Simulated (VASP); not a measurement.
Input of a VASP 6.6.1 run:

INCAR

```
SYSTEM = Sn
  PREC = Accurate
  ENCUT = 520
  EDIFF = 1E-7
  ISMEAR = -1
  SIGMA = 0.1
  LREAL = .FALSE.
  LASPH = .TRUE.
  NELM = 100
  ALGO = Normal
  ISIF = 2
  LWAVE = .FALSE.
  LCHARG = .FALSE.
  NBANDS = 13
```

KPOINTS

```
regular mesh
0
G
  16 16 16
  0 0 0
```

POSCAR

```
Sn
1.0
   -1.8553352404      1.8553352404      1.8553352404
    1.8553352404     -1.8553352404      1.8553352404
    1.8553352404      1.8553352404     -1.8553352404
Sn
1
Direct
    0.0000000000      0.0000000000      0.0000000000
```

Potentials or basis: VASP PAW LDA potentials, release 64 (Sn_d).

The run is started by

```console
$ cat potpaw_LDA.64/Sn_d/POTCAR > POTCAR
$ mpirun -np 1 vasp_std > vasp.out
```

(1) Estimate the pressure.

(2) What does it give for the band gap on the k mesh?

## Answers

(1) 0.0 GPa.

(2) zero (bands 7 and 8 overlap by 10.97 eV).

Caveat: spin-orbit coupling is left out, which moves the levels of the heavy elements.
